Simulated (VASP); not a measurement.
# Ge2PdS3 (P1) in VASP: single point with PBEsol

Aim: the single point of Ge2PdS3 with PBEsol.

Program: VASP 6.6.1. These are calculated values, not measurements. Logs are shortened: lines on timing, memory, paths and dates and some standing lists are left out, and cuts for length are marked.

## Step 1: The cell of the first run

The typed cell holds 6 atoms: a = 6.364 Å, b = 6.150 Å, c = 6.983 Å, α = 128.30°, β = 134.92°, γ = 37.27°.

## Step 2: Single point, PBEsol

File INCAR:

```
SYSTEM = Ge2PdS3
PREC = Accurate
ENCUT = 630
EDIFF = 1E-6
ISMEAR = -1
SIGMA = 0.05
LREAL = .FALSE.
LASPH = .TRUE.
NELM = 120
ALGO = Normal
ISIF = 2
LWAVE = .FALSE.
LCHARG = .FALSE.
GGA = PS
NBANDS = 41
GGA_COMPAT = .FALSE.
```

File KPOINTS:

```
Automatic mesh
0
G
  6 6 4
  0 0 0
```

File POSCAR:

```
Ge2PdS3
1.0
    5.9743985180     -2.1781753110      0.2564737054
    5.8496216189      1.8122057799      0.5620695627
   -5.2028489356      0.6799919687      4.6076279575
Ge Pd S
2 1 3
Direct
    0.6117690743      0.6286148202      0.8763212250
    0.4617610292      0.4339648704      0.2242865427
    0.0851750057      0.2679854621      0.6999466091
    1.0701407690      0.7733057631      0.4400525112
    0.7353848213      0.8847151446      0.7343306355
    0.1148235456     -0.0191919007      0.0888986175
```

Potentials or basis: VASP PAW PBE potentials, release 64 (Ge_d, Pd_sv_GW, S).

On the command line:

```console
cat potpaw_PBE.64/Ge_d/POTCAR potpaw_PBE.64/Pd_sv_GW/POTCAR potpaw_PBE.64/S/POTCAR > POTCAR
mpirun -np 1 vasp_std > vasp.out
```

OUTCAR:

```text
SYSTEM = Ge2PdS3
   PREC = Accurate
   ENCUT = 630
   EDIFF = 1E-6
   ISMEAR = -1
   LREAL = .FALSE.
   LASPH = .TRUE.
   NELM = 120
   ISIF = 2
   GGA = PS

 ion  position               nearest neighbor table
   1  0.612  0.629  0.876-   4 2.37   3 2.59   3 2.72
   2  0.462  0.434  0.224-   4 2.44   6 2.50   3 2.64   3 2.66   4 2.84
   3  0.085  0.268  0.700-   5 2.36   4 2.44   5 2.55   1 2.59   2 2.64   2 2.66   1 2.72
   4  0.070  0.773  0.440-   1 2.37   3 2.44   2 2.44   2 2.84
   5  0.735  0.885  0.734-   6 2.08   3 2.36   3 2.55
   6  0.115  0.981  0.089-   5 2.08   2 2.50

  LATTYP: Found a triclinic cell.
 ALAT       =     4.0040104087
 B/A-ratio  =     1.4424015035
 C/A-ratio  =     1.5894686210
 COS(alpha) =     0.0064880350
 COS(beta)  =     0.3672650748
 COS(gamma) =     0.4948796155

  Lattice vectors:

 A1 = (   0.1247768991,  -3.9903810909,  -0.3055958573)
 A2 = (  -0.6467726833,  -2.4921977486,  -5.1696975202)
 A3 = (   5.9743985180,  -2.1781753110,   0.2564737054)

Analysis of symmetry for initial positions (statically):
=====================================================================
 Subroutine PRICEL returns:
 Original cell was already a primitive cell.

 Routine SETGRP: Setting up the symmetry group for a
 triclinic supercell.

 Subroutine GETGRP returns: Found  1 space group operations
 (whereof  1 operations were pure point group operations)
 out of a pool of  2 trial point group operations.

The static configuration has the point symmetry C_1 .

Analysis of symmetry for dynamics (positions and initial velocities):
=====================================================================
 Subroutine PRICEL returns:
 Original cell was already a primitive cell.

 Routine SETGRP: Setting up the symmetry group for a
 triclinic supercell.

 Subroutine GETGRP returns: Found  1 space group operations
 (whereof  1 operations were pure point group operations)
 out of a pool of  2 trial point group operations.

The dynamic configuration has the point symmetry C_1 .

 Subroutine INISYM returns: Found  1 space group operations
 (whereof  1 operations are pure point group operations),
 and found     1 'primitive' translations

----------------------------------------------------------------------------------------

                                     Primitive cell

  volume of cell :     116.1189

  direct lattice vectors                    reciprocal lattice vectors
     5.974398518 -2.178175311  0.256473705     0.068617339 -0.257298796  0.115453498
     5.849621619  1.812205780  0.562069563     0.087932498  0.248557378  0.062609761
    -5.202848936  0.679991969  4.607627958    -0.014546036 -0.015998722  0.202967380

  length of vectors
     6.364248903  6.149641052  6.982998032     0.290242175  0.270985012  0.204115907

  position of ions in fractional coordinates (direct lattice)
     0.611769074  0.628614820  0.876321225
     0.461761029  0.433964870  0.224286543
     0.085175006  0.267985462  0.699946609
     0.070140769  0.773305763  0.440052511
     0.735384821  0.884715145  0.734330636
     0.114823546  0.980808099  0.088898617

  ion indices of the primitive-cell ions
   primitive index   ion index
                 1           1
                 2           2
                 3           3
                 4           4
                 5           5
                 6           6

----------------------------------------------------------------------------------------

 KPOINTS: Automatic mesh

Automatic generation of k-mesh.
 Grid dimensions read from file:
 generate k-points for:    6    6    4

 Generating k-lattice:

  Cartesian coordinates                     Fractional coordinates (reciprocal lattice)
     0.011436223 -0.042883133  0.019242250     0.166666667 -0.000000000  0.000000000
     0.014655416  0.041426230  0.010434960     0.000000000  0.166666667 -0.000000000
    -0.003636509 -0.003999681  0.050741845     0.000000000  0.000000000  0.250000000

  Length of vectors
     0.048373696  0.045164169  0.051028977

  Shift w.r.t. Gamma in fractional coordinates (k-lattice)
     0.000000000  0.000000000  0.000000000

 Subroutine IBZKPT returns following result:
 ===========================================

 Found     76 irreducible k-points:

 Following reciprocal coordinates:
            Coordinates               Weight
  0.000000  0.000000  0.000000      1.000000
  0.166667  0.000000 -0.000000      2.000000
  0.333333  0.000000 -0.000000      2.000000
  0.500000 -0.000000 -0.000000      1.000000
 -0.000000  0.166667 -0.000000      2.000000
  0.166667  0.166667 -0.000000      2.000000
[... 16 lines left out ...]
  0.333333 -0.000000  0.250000      2.000000
  0.500000 -0.000000  0.250000      2.000000
 [... further k-points ...]
   k-points           NKPTS =     76   k-points in BZ     NKDIM =     76   number of bands    NBANDS=     41
   number of dos      NEDOS =    301   number of ions     NIONS =      6
   total plane-waves  NPLWV = 162000
   dimension x,y,z NGX =    54 NGY =   50 NGZ =   60
   dimension x,y,z NGXF=   108 NGYF=  100 NGZF=  120
   ions per type =               2   1   3
   NGX,Y,Z   is equivalent  to a cutoff of  14.11, 13.52, 14.28 a.u.
   NGXF,Y,Z  is equivalent  to a cutoff of  28.21, 27.03, 28.57 a.u.
 SYSTEM =  Ge2PdS3
   PREC   = accura    normal or accurate (medium, high low for compatibility)
   ISTART =      0    job   : 0-new  1-cont  2-samecut
   ICHARG =      2    charge: 1-file 2-atom 10-const
   ISPIN  =      1    spin polarized calculation?
   LNONCOLLINEAR =      F non collinear calculations
   LSORBIT =      F    spin-orbit coupling
   LASPH  =      T    aspherical Exc in radial PAW
   ENCUT  =  630.0 eV  46.30 Ry    6.80 a.u.  13.02 12.59 14.29*2*pi/ulx,y,z
   NELM   =    120;   NELMIN=  2; NELMDL= -5     # of ELM steps
   EDIFF  = 0.1E-05   stopping-criterion for ELM
   LREAL  =      F    real-space projection
   EDIFFG = 0.1E-04   stopping-criterion for IOM
   NSW    =      0    number of steps for IOM
   IBRION =     -1    ionic relax: 0-MD 1-quasi-New 2-CG
   NFREE  =      0    steps in history (QN), initial steepest desc. (CG)
   ISIF   =      2    stress and relaxation
   ISYM   =      2    0-nonsym 1-usesym 2-fastsym
   POTIM  = 0.5000    time-step for ionic-motion
   TEBEG  =    0.0;   TEEND  =   0.0 temperature during run
   PSTRESS=    0.0 pullay stress
   NELECT =      64.0000    total number of electrons
   NUPDOWN=      -1.0000    fix difference up-down
   EMIN   =  10.00;   EMAX   =-10.00  energy-range for DOS
   EFERMI =   0.00;   METHOD = LEGACY
   ISMEAR =    -1;   SIGMA  =   0.05  broadening in eV -4-tet -1-fermi 0-gaus
   EFERMI_NEDOS =   21; number of points for ismear=-14 and -15
   IALGO  =     38    algorithm
   IMIX   =      4    mixing-type and parameters
     AMIX     =   0.40;   BMIX     =  1.00
     AMIX_MAG =   1.60;   BMIX_MAG =  1.00
  volume/ion in A,a.u.               =      19.35       130.60
  Fermi-wavevector in a.u.,A,eV,Ry     =   1.342252  2.536488 24.512788  1.801639
  Thomas-Fermi vector in A             =   2.470420
   LORBIT       =      0    0 simple, 1 ext, 2 COOP (PROOUT), +10 PAW based schemes
   GGA     = PS    functional components
   LHFCALC =     F    Hartree Fock is set to
   AEXX    =    0.0000 exact exchange contribution
   IVDW    =     0    specifies the selected vdW correction
   LEPSILON=     F    determine dielectric tensor
   LRPA    =     F    only Hartree local field effects (RPA)
 non-spin polarized calculation
  energy-cutoff  :      630.00
  volume of cell :      116.12
 maximum number of plane-waves:      4187
 NGX is ok and might be reduce to    54
   NGX = 27   NGY = 25   NGZ = 29

 number of electron      64.0000003 magnetization

 Free energy of the ion-electron system (eV)
  ---------------------------------------------------
  ext. energy  EPLUGINS =         0.00000000
  ---------------------------------------------------
  free energy    TOTEN  =       -28.48123285 eV

  energy without entropy =      -28.47320767  energy(sigma->0) =      -28.47722026

 E-fermi :   5.8014     XC(G=0): -10.6377

 val. band max:        5.7363049516   @ k =   0.1667   0.0000   0.2500
 cond. band min:       5.8025380697   @ k =  -0.0000   0.1667   0.5000
 fundamental gap:      0.0662331181
 Fermi energy:         5.8014286029

 k-point     1 :       0.0000    0.0000    0.0000
  band No.  band energies     occupation
      1     -79.0346      2.00000
      2     -44.9460      2.00000
      3     -44.8248      2.00000
      4     -44.6328      2.00000
      5     -18.9619      2.00000
      6     -18.9472      2.00000
[... 33 lines left out ...]
     40      11.3593      0.00000
     41      12.2060      0.00000

 k-point     2 :       0.1667    0.0000   -0.0000
  band No.  band energies     occupation
      1     -79.0346      2.00000
      2     -44.9464      2.00000
      3     -44.8249      2.00000
      4     -44.6329      2.00000
      5     -18.9631      2.00000
      6     -18.9462      2.00000
[... 33 lines left out ...]
     40      11.3409      0.00000
     41      12.4581      0.00000

 k-point     3 :       0.3333    0.0000   -0.0000
  band No.  band energies     occupation
      1     -79.0345      2.00000
      2     -44.9472      2.00000
      3     -44.8252      2.00000
      4     -44.6331      2.00000
      5     -18.9653      2.00000
      6     -18.9441      2.00000
[... 33 lines left out ...]
     40      11.9726      0.00000
     41      13.0303      0.00000

 k-point     4 :       0.5000   -0.0000   -0.0000
  band No.  band energies     occupation
      1     -79.0345      2.00000
      2     -44.9476      2.00000
      3     -44.8254      2.00000
      4     -44.6333      2.00000
      5     -18.9664      2.00000
      6     -18.9431      2.00000
[... 825 lines left out ...]
     40      12.2509      0.00000
     41      12.7356      0.00000

 k-point    23 :       0.3333   -0.0000    0.2500
  band No.  band energies     occupation
      1     -79.0345      2.00000
      2     -44.9472      2.00000
      3     -44.8253      2.00000
      4     -44.6331      2.00000
      5     -18.9652      2.00000
      6     -18.9441      2.00000
[... 33 lines left out ...]
     40      12.0171      0.00000
     41      12.5982      0.00000

 k-point    24 :       0.5000   -0.0000    0.2500
  band No.  band energies     occupation
      1     -79.0345      2.00000
      2     -44.9476      2.00000
      3     -44.8253      2.00000
      4     -44.6332      2.00000
      5     -18.9665      2.00000
      6     -18.9433      2.00000
[... 33 lines left out ...]
     40      11.3669      0.00000
     41      12.6969      0.00000

 [... further k-points ...]
[... 5 lines left out ...]
  --------------------------------------------------------------------------------------
  -------------------------------------------------------------------------------------
  Total       -0.0599120     -0.0331192     -0.1463398      0.0026421      0.0199905     -0.0678503
  in kB       -0.8266503     -0.4569702     -2.0191572      0.0364548      0.2758242     -0.9361811
  external PRESSURE =      -1.1009259 kB  Pullay stress =       0.0000000 kB

 VOLUME and BASIS-vectors are now :
 -----------------------------------------------------------------------------
  energy-cutoff  :      630.00
  volume of cell :      116.12
      direct lattice vectors                 reciprocal lattice vectors
     5.974398518 -2.178175311  0.256473705     0.068617339 -0.257298796  0.115453498
     5.849621619  1.812205780  0.562069563     0.087932498  0.248557378  0.062609761
    -5.202848936  0.679991969  4.607627958    -0.014546036 -0.015998722  0.202967380

 POSITION                                       TOTAL-FORCE (eV/Angst)
 -----------------------------------------------------------------------------------
      2.77274      0.40253      4.54799         0.006437      0.000127     -0.012454
      4.13035     -0.06685      1.39578        -0.001962      0.004291     -0.005966
     -1.56523      0.77608      3.39757        -0.012916      0.003348      0.003572
      2.65307      1.54784      2.48024         0.001274     -0.001769      0.009119
      5.74812      0.50083      4.06940         0.047386     -0.022252      0.068794
      5.96083      1.58777      0.99034        -0.040219      0.016254     -0.063064
 -----------------------------------------------------------------------------------
    total drift:                                0.000313     -0.000172     -0.000130

  FREE ENERGIE OF THE ION-ELECTRON SYSTEM (eV)
  ---------------------------------------------------
  free  energy   TOTEN  =       -28.4812328478 eV

  energy  without entropy=      -28.4732076727  energy(sigma->0) =      -28.47722026
```

It took 27 min on 1 thread of AMD EPYC 7R43 (Zen 3), shared host; peak memory 0.7 GiB.

Results:

* Free energy: -28.4812 eV
* Pressure: -0.1 GPa
* Largest force: 0.086 eV/Å
* Band gap on the k mesh: zero (bands 32 and 33 overlap by 0.42 eV)

Forces on the atoms (eV/Å):
```
Ge   0.006  0.000 -0.012
Ge  -0.002  0.004 -0.006
Pd  -0.013  0.003  0.004
S    0.001 -0.002  0.009
S    0.047 -0.022  0.069
S   -0.040  0.016 -0.063
```

Stress tensor (GPa, compression positive):
```
-0.08  0.00 -0.09
 0.00 -0.05  0.03
-0.09  0.03 -0.20
```

Caveat: the PAW data sets were made with another functional, which shifts forces and pressure a little.

The gap in the log of VASP goes by the Fermi energy; the results here count the filled bands.